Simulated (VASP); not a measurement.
# Mo (Im-3m) in VASP: notebook

Runs on Mo. Level: PBE. Tasks: single point.

Everything below comes from runs of VASP 6.6.1. Logs are shortened: lines on timing, memory, paths and dates and some standing lists are left out, and cuts for length are marked.

## Step 1: The cell of the first run

It takes space group Im-3m (No. 229, cubic). The conventional cell has a = 3.147 Å, b = 3.147 Å, c = 3.147 Å, α = 90.00°, β = 90.00°, γ = 90.00°. Mo (site symmetry m-3m) has 14 Mo at 2.73 to 3.15 Å within 3.6 Å.

## Step 2: Single point, PBE

INCAR

```
ALGO = Normal
EDIFF = 1E-6
ENCUT = 500
GGA = PE
GGA_COMPAT = False
ISIF = 2
ISMEAR = 0
LASPH = True
LCHARG = True
LELF = True
LREAL = False
LVHAR = True
LWAVE = False
NBANDS = 13
NELM = 120
PREC = Accurate
SIGMA = 0.5
```

KPOINTS

```
k-points
0
Gamma
  13 13 13
```

POSCAR

```
Mo
1.0
   -1.5734150000      1.5734150000      1.5734150000
    1.5734150000     -1.5734150000      1.5734150000
    1.5734150000      1.5734150000     -1.5734150000
Mo
1
Direct
    0.0000000000      0.0000000000      0.0000000000
```

Potentials or basis: VASP PAW PBE potentials, release 64 (Mo_sv).

Run with:

```bash
$ cat potpaw_PBE.64/Mo_sv/POTCAR > POTCAR
$ mpirun -np 1 vasp_std > vasp.out
```

OUTCAR:

```text
EDIFF = 1E-6
   ENCUT = 500
   GGA = PE
   ISIF = 2
   ISMEAR = 0
   LASPH = True
   LREAL = False
   NELM = 120
   PREC = Accurate

 ion  position               nearest neighbor table
   1  0.000  0.000  0.000-

  LATTYP: Found a body centered cubic cell.
 ALAT       =     3.1468300000

  Lattice vectors:

 A1 = (  -1.5734150000,   1.5734150000,   1.5734150000)
 A2 = (   1.5734150000,  -1.5734150000,   1.5734150000)
 A3 = (   1.5734150000,   1.5734150000,  -1.5734150000)

Analysis of symmetry for initial positions (statically):
=====================================================================
 Subroutine PRICEL returns:
 Original cell was already a primitive cell.

 Routine SETGRP: Setting up the symmetry group for a
 body centered cubic supercell.

 Subroutine GETGRP returns: Found 48 space group operations
 (whereof 48 operations were pure point group operations)
 out of a pool of 48 trial point group operations.

The static configuration has the point symmetry O_h .

Analysis of symmetry for dynamics (positions and initial velocities):
=====================================================================
 Subroutine PRICEL returns:
 Original cell was already a primitive cell.

 Routine SETGRP: Setting up the symmetry group for a
 body centered cubic supercell.

 Subroutine GETGRP returns: Found 48 space group operations
 (whereof 48 operations were pure point group operations)
 out of a pool of 48 trial point group operations.

The dynamic configuration has the point symmetry O_h .

 Subroutine INISYM returns: Found 48 space group operations
 (whereof 48 operations are pure point group operations),
 and found     1 'primitive' translations

----------------------------------------------------------------------------------------

                                     Primitive cell

  volume of cell :      15.5808

  direct lattice vectors                    reciprocal lattice vectors
    -1.573415000  1.573415000  1.573415000     0.000000000  0.317780115  0.317780115
     1.573415000 -1.573415000  1.573415000     0.317780115  0.000000000  0.317780115
     1.573415000  1.573415000 -1.573415000     0.317780115  0.317780115  0.000000000

  length of vectors
     2.725234721  2.725234721  2.725234721     0.449408949  0.449408949  0.449408949

  position of ions in fractional coordinates (direct lattice)
     0.000000000  0.000000000  0.000000000

  ion indices of the primitive-cell ions
   primitive index   ion index
                 1           1

----------------------------------------------------------------------------------------

 KPOINTS: k-points

Automatic generation of k-mesh.
 Grid dimensions read from file:
 generate k-points for:   13   13   13

 Generating k-lattice:

  Cartesian coordinates                     Fractional coordinates (reciprocal lattice)
     0.000000000  0.024444624  0.024444624     0.076923077  0.000000000  0.000000000
     0.024444624  0.000000000  0.024444624     0.000000000  0.076923077  0.000000000
     0.024444624  0.024444624  0.000000000     0.000000000  0.000000000  0.076923077

  Length of vectors
     0.034569919  0.034569919  0.034569919

  Shift w.r.t. Gamma in fractional coordinates (k-lattice)
     0.000000000  0.000000000  0.000000000

 Subroutine IBZKPT returns following result:
 ===========================================

 Found     84 irreducible k-points:

 Following reciprocal coordinates:
            Coordinates               Weight
  0.000000  0.000000  0.000000      1.000000
  0.076923  0.000000  0.000000     12.000000
  0.153846  0.000000  0.000000     12.000000
  0.230769  0.000000  0.000000     12.000000
  0.307692  0.000000  0.000000     12.000000
  0.384615  0.000000  0.000000     12.000000
[... 16 lines left out ...]
  0.153846  0.076923  0.076923     24.000000
  0.230769  0.076923  0.076923     24.000000
 [... further k-points ...]
   k-points           NKPTS =     84   k-points in BZ     NKDIM =     84   number of bands    NBANDS=     13
   number of dos      NEDOS =    301   number of ions     NIONS =      1
   total plane-waves  NPLWV =   8000
   dimension x,y,z NGX =    20 NGY =   20 NGZ =   20
   dimension x,y,z NGXF=    40 NGYF=   40 NGZF=   40
   ions per type =               1
   NGX,Y,Z   is equivalent  to a cutoff of  12.20, 12.20, 12.20 a.u.
   NGXF,Y,Z  is equivalent  to a cutoff of  24.40, 24.40, 24.40 a.u.
 SYSTEM =  unknown system
   PREC   = accura    normal or accurate (medium, high low for compatibility)
   ISTART =      0    job   : 0-new  1-cont  2-samecut
   ICHARG =      2    charge: 1-file 2-atom 10-const
   ISPIN  =      1    spin polarized calculation?
   LNONCOLLINEAR =      F non collinear calculations
   LSORBIT =      F    spin-orbit coupling
   LASPH  =      T    aspherical Exc in radial PAW
   ENCUT  =  500.0 eV  36.75 Ry    6.06 a.u.   4.97  4.97  4.97*2*pi/ulx,y,z
   NELM   =    120;   NELMIN=  2; NELMDL= -5     # of ELM steps
   EDIFF  = 0.1E-05   stopping-criterion for ELM
   LREAL  =      F    real-space projection
   EDIFFG = 0.1E-04   stopping-criterion for IOM
   NSW    =      0    number of steps for IOM
   IBRION =     -1    ionic relax: 0-MD 1-quasi-New 2-CG
   NFREE  =      0    steps in history (QN), initial steepest desc. (CG)
   ISIF   =      2    stress and relaxation
   ISYM   =      2    0-nonsym 1-usesym 2-fastsym
   POTIM  = 0.5000    time-step for ionic-motion
   TEBEG  =    0.0;   TEEND  =   0.0 temperature during run
   PSTRESS=    0.0 pullay stress
   NELECT =      14.0000    total number of electrons
   NUPDOWN=      -1.0000    fix difference up-down
   EMIN   =  10.00;   EMAX   =-10.00  energy-range for DOS
   EFERMI =   0.00;   METHOD = LEGACY
   ISMEAR =     0;   SIGMA  =   0.50  broadening in eV -4-tet -1-fermi 0-gaus
   EFERMI_NEDOS =   21; number of points for ismear=-14 and -15
   IALGO  =     38    algorithm
   IMIX   =      4    mixing-type and parameters
     AMIX     =   0.40;   BMIX     =  1.00
     AMIX_MAG =   1.60;   BMIX_MAG =  1.00
  volume/ion in A,a.u.               =      15.58       105.14
  Fermi-wavevector in a.u.,A,eV,Ry     =   1.579747  2.985289 33.954710  2.495601
  Thomas-Fermi vector in A             =   2.680079
   LORBIT       =      0    0 simple, 1 ext, 2 COOP (PROOUT), +10 PAW based schemes
   GGA     = PE    functional components
   LHFCALC =     F    Hartree Fock is set to
   AEXX    =    0.0000 exact exchange contribution
   IVDW    =     0    specifies the selected vdW correction
   LEPSILON=     F    determine dielectric tensor
   LRPA    =     F    only Hartree local field effects (RPA)
 non-spin polarized calculation
 Gauss-broadening in eV      SIGMA  =   0.50
  energy-cutoff  :      500.00
  volume of cell :       15.58
 maximum number of plane-waves:       410
   NGX =  9   NGY =  9   NGZ =  9

 number of electron      14.0000001 magnetization

 Free energy of the ion-electron system (eV)
  ---------------------------------------------------
  ext. energy  EPLUGINS =         0.00000000
  ---------------------------------------------------
  free energy    TOTEN  =       -10.97585253 eV

  energy without entropy =      -10.89811957  energy(sigma->0) =      -10.93698605

 E-fermi :  12.6410     XC(G=0): -13.4076

 val. band max:       12.4151695648   @ k =  -0.3077   0.3077   0.2308
 cond. band min:      12.6418071845   @ k =  -0.1538   0.2308   0.0769
 fundamental gap:      0.2266376197
 Fermi energy:        12.6409974134

 k-point     1 :       0.0000    0.0000    0.0000
  band No.  band energies     occupation
      1     -48.6248      2.00000
      2     -21.8843      2.00000
      3     -21.8843      2.00000
      4     -21.8843      2.00000
      5       5.3998      2.00000
      6      11.2809      1.99988
      7      11.2809      1.99988
      8      11.2809      1.99988
      9      14.3193      0.00000
     10      14.3193      0.00000
     11      27.4828      0.00000
     12      27.4828      0.00000
     13      27.4828      0.00000

 k-point     2 :       0.0769    0.0000    0.0000
  band No.  band energies     occupation
      1     -48.6097      2.00000
      2     -21.9710      2.00000
      3     -21.9110      2.00000
      4     -21.8849      2.00000
      5       5.6610      2.00000
      6      11.1338      1.99998
      7      11.2541      1.99991
      8      11.5272      1.99837
      9      14.1098      0.00003
     10      14.3236      0.00000
     11      27.6744      0.00000
     12      27.9246      0.00000
     13      27.9900      0.00000

 k-point     3 :       0.1538    0.0000    0.0000
  band No.  band energies     occupation
      1     -48.5679      2.00000
      2     -22.2073      2.00000
      3     -21.9845      2.00000
      4     -21.8868      2.00000
      5       6.3657      2.00000
      6      10.7515      2.00000
      7      11.1282      1.99998
      8      12.2465      1.73546
      9      13.7761      0.00132
     10      14.3541      0.00000
     11      27.9993      0.00000
     12      28.9979      0.00000
     13      29.1817      0.00000
[... 305 lines left out ...]
 k-point    23 :       0.1538    0.0769    0.0769
  band No.  band energies     occupation
      1     -48.4892      2.00000
      2     -22.6369      2.00000
      3     -22.0559      2.00000
      4     -21.9551      2.00000
      5       7.6705      2.00000
      6      10.1175      2.00000
      7      10.3475      2.00000
      8      13.9700      0.00017
      9      14.3777      0.00000
     10      14.4148      0.00000
     11      28.3106      0.00000
     12      28.9253      0.00000
     13      29.9498      0.00000

 k-point    24 :       0.2308    0.0769    0.0769
  band No.  band energies     occupation
      1     -48.4313      2.00000
      2     -22.8951      2.00000
      3     -22.1932      2.00000
      4     -21.9645      2.00000
      5       8.1447      2.00000
      6       9.6987      2.00000
      7      10.7320      2.00000
      8      14.1125      0.00003
      9      14.6371      0.00000
     10      16.0112      0.00000
     11      27.0445      0.00000
     12      27.5487      0.00000
     13      31.5302      0.00000

 [... further k-points ...]

------------------------ aborting loop because EDIFF is reached ----------------------------------------

  FORCE on cell =-STRESS in cart. coord.  units (eV):
  Direction    XX          YY          ZZ          XY          YZ          ZX
  --------------------------------------------------------------------------------------
  -------------------------------------------------------------------------------------
  Total        0.4112141      0.4112141      0.4112141     -0.0000000     -0.0000000      0.0000000
  in kB       42.2852348     42.2852348     42.2852348     -0.0000000     -0.0000000      0.0000000
  external PRESSURE =      42.2852348 kB  Pullay stress =       0.0000000 kB

 VOLUME and BASIS-vectors are now :
 -----------------------------------------------------------------------------
  energy-cutoff  :      500.00
  volume of cell :       15.58
      direct lattice vectors                 reciprocal lattice vectors
    -1.573415000  1.573415000  1.573415000     0.000000000  0.317780115  0.317780115
     1.573415000 -1.573415000  1.573415000     0.317780115  0.000000000  0.317780115
     1.573415000  1.573415000 -1.573415000     0.317780115  0.317780115  0.000000000

 POSITION                                       TOTAL-FORCE (eV/Angst)
 -----------------------------------------------------------------------------------
      0.00000      0.00000      0.00000        -0.000000     -0.000000      0.000000
 -----------------------------------------------------------------------------------
    total drift:                                0.000000      0.000000      0.000000

  FREE ENERGIE OF THE ION-ELECTRON SYSTEM (eV)
  ---------------------------------------------------
  free  energy   TOTEN  =       -10.9758525274 eV

  energy  without entropy=      -10.8981195656  energy(sigma->0) =      -10.93698605
```

Wall time 8.4 s (1 thread of Intel Xeon Platinum 8375C at 2.90GHz (Ice Lake), shared host); peak memory 0.13 GiB.

Results:

```yaml
Free_energy: -10.9759 eV
Pressure: 4.2 GPa
Band_gap_on_the_k_mesh: zero (bands 7 and 8 overlap by 4.99 eV)
```

Levels at points of the mesh, in eV from the Fermi level:
```csv
k point,band 4,band 5,band 6,band 7,band 8,band 9,band 10,band 11
"(0.00, 0.00, 0.00)",-34.53,-7.24,-1.36,-1.36,-1.36,1.68,1.68,14.84
```

Caveat: the cell stands under pressure; so wide a smearing shifts energies and pressures.

## Step 3: Single point, PBE

INCAR

```
  PREC = Accurate
  ENCUT = 500
  EDIFF = 1E-6
  ISMEAR = 0
  SIGMA = 0.3
  LREAL = False
  LASPH = True
  NELM = 120
  ALGO = Normal
  ISIF = 2
  LWAVE = False
  LCHARG = True
  GGA = PE
  LELF = True
  LVHAR = True
  NBANDS = 13
  GGA_COMPAT = False
```

KPOINTS

```
regular mesh
0
Gamma
  13 13 13
```

POSCAR is that of step 2.

Potentials or basis: VASP PAW PBE potentials, release 64 (Mo_sv).

Run with:

```bash
$ cat potpaw_PBE.64/Mo_sv/POTCAR > POTCAR
$ mpirun -np 1 vasp_std > vasp.out
```

Run time: 8.7 s. Hardware: 1 thread of Intel Xeon Platinum 8375C at 2.90GHz (Ice Lake), shared host; peak memory 0.13 GiB.

Results (log left out):

```yaml
Free_energy: -10.9512 eV
Pressure: 4.0 GPa
Band_gap_on_the_k_mesh: zero (bands 7 and 8 overlap by 4.99 eV)
```

Levels at points of the mesh, in eV from the Fermi level:
```csv
k point,band 4,band 5,band 6,band 7,band 8,band 9,band 10,band 11
"(0.00, 0.00, 0.00)",-34.60,-7.31,-1.44,-1.44,-1.44,1.60,1.60,14.77
```

Caveat: the cell stands under pressure; so wide a smearing shifts energies and pressures.

## Step 4: Single point, PBE

INCAR

```
PREC = Accurate
ENCUT = 500
EDIFF = 1E-6
ISMEAR = 0
SIGMA = 0.2
LREAL = F
LASPH = T
NELM = 120
ALGO = Normal
ISIF = 2
LWAVE = F
LCHARG = F
GGA = PE
NBANDS = 13
GGA_COMPAT = F
```

KPOINTS is that of step 3.

POSCAR is that of step 3.

Run with:

```bash
$ cat potpaw_PBE.64/Mo_sv/POTCAR > POTCAR
$ mpirun -np 1 vasp_std > vasp.out
```

Wall time 7.8 s (1 thread of Intel Xeon Platinum 8375C at 2.90GHz (Ice Lake), shared host); peak memory 0.13 GiB.

It converged, with:

```yaml
Free_energy: -10.9427 eV
Pressure: 3.9 GPa
Band_gap_on_the_k_mesh: zero (bands 7 and 8 overlap by 4.99 eV)
```

Levels at points of the mesh, in eV from the Fermi level:
```tsv
k point	band 5	band 6	band 7	band 8	band 9	band 10
(0.00, 0.00, 0.00)	-7.35	-1.48	-1.48	-1.48	1.56	1.56
```

Caveat: the cell stands under pressure.

## Step 5: Single point, PBE

INCAR

```
  PREC = Accurate
  ENCUT = 500
  EDIFF = 1E-6
  ISMEAR = 0
  SIGMA = 0.1
  LREAL = False
  LASPH = True
  NELM = 120
  ALGO = Normal
  ISIF = 2
  LWAVE = False
  LCHARG = False
  GGA = PE
  NBANDS = 13
  GGA_COMPAT = False
```

KPOINTS is that of step 4.

POSCAR is that of step 4.

Potentials or basis: VASP PAW PBE potentials, release 64 (Mo_sv).

Run with:

```bash
$ cat potpaw_PBE.64/Mo_sv/POTCAR > POTCAR
$ mpirun -np 1 vasp_std > vasp.out
```

OUTCAR:

```text
PREC = Accurate
   ENCUT = 500
   EDIFF = 1E-6
   ISMEAR = 0
   LREAL = False
   LASPH = True
   NELM = 120
   ISIF = 2
   GGA = PE

 ion  position               nearest neighbor table
   1  0.000  0.000  0.000-

  LATTYP: Found a body centered cubic cell.
 ALAT       =     3.1468300000

  Lattice vectors:

 A1 = (  -1.5734150000,   1.5734150000,   1.5734150000)
 A2 = (   1.5734150000,  -1.5734150000,   1.5734150000)
[... 562 lines left out ...]
     12      27.5468      0.00000
     13      31.5282      0.00000

 [... further k-points ...]

------------------------ aborting loop because EDIFF is reached ----------------------------------------

  FORCE on cell =-STRESS in cart. coord.  units (eV):
  Direction    XX          YY          ZZ          XY          YZ          ZX
  --------------------------------------------------------------------------------------
  -------------------------------------------------------------------------------------
  Total        0.3657113      0.3657113      0.3657113     -0.0000000     -0.0000000      0.0000000
  in kB       37.6061675     37.6061675     37.6061675     -0.0000000     -0.0000000      0.0000000
  external PRESSURE =      37.6061675 kB  Pullay stress =       0.0000000 kB

 VOLUME and BASIS-vectors are now :
 -----------------------------------------------------------------------------
  energy-cutoff  :      500.00
  volume of cell :       15.58
      direct lattice vectors                 reciprocal lattice vectors
    -1.573415000  1.573415000  1.573415000     0.000000000  0.317780115  0.317780115
     1.573415000 -1.573415000  1.573415000     0.317780115  0.000000000  0.317780115
     1.573415000  1.573415000 -1.573415000     0.317780115  0.317780115  0.000000000

 POSITION                                       TOTAL-FORCE (eV/Angst)
 -----------------------------------------------------------------------------------
      0.00000      0.00000      0.00000        -0.000000      0.000000     -0.000000
 -----------------------------------------------------------------------------------
    total drift:                                0.000000     -0.000000      0.000000

  FREE ENERGIE OF THE ION-ELECTRON SYSTEM (eV)
  ---------------------------------------------------
  free  energy   TOTEN  =       -10.9364718381 eV

  energy  without entropy=      -10.9315292556  energy(sigma->0) =      -10.93400055
```

Wall time 8 s (1 thread of Intel Xeon Platinum 8375C at 2.90GHz (Ice Lake), shared host); peak memory 0.13 GiB.

Results:

| Property | Result |
| --- | --- |
| Free energy | -10.9365 eV |
| Pressure | 3.8 GPa |
| Band gap on the k mesh | zero (bands 7 and 8 overlap by 4.99 eV) |

Levels at points of the mesh, in eV from the Fermi level:
```csv
k point,band 3,band 4,band 5,band 6,band 7,band 8,band 9,band 10,band 11,band 12
"(0.00, 0.00, 0.00)",-34.68,-34.68,-7.39,-1.51,-1.51,-1.51,1.53,1.53,14.70,14.70
```

Caveat: the cell stands under pressure.

## Step 6: Overview

```tsv
smearing	gap on the mesh (eV)	pressure (GPa)
gaussian 0.5 eV	none	4.2
gaussian 0.3 eV	none	4.0
gaussian 0.2 eV	none	3.9
gaussian 0.1 eV	none	3.8
```

Alike in all rows: task single point; level PBE; potentials or basis VASP PAW PBE potentials, release 64 (Mo_sv); no spin polarisation; cell as given; k mesh 13 × 13 × 13; cutoff (eV) 500.

Caveats: the cell stands under pressure; so wide a smearing shifts energies and pressures (at least some runs).

Absolute energies hang on the potentials; compare differences alone.
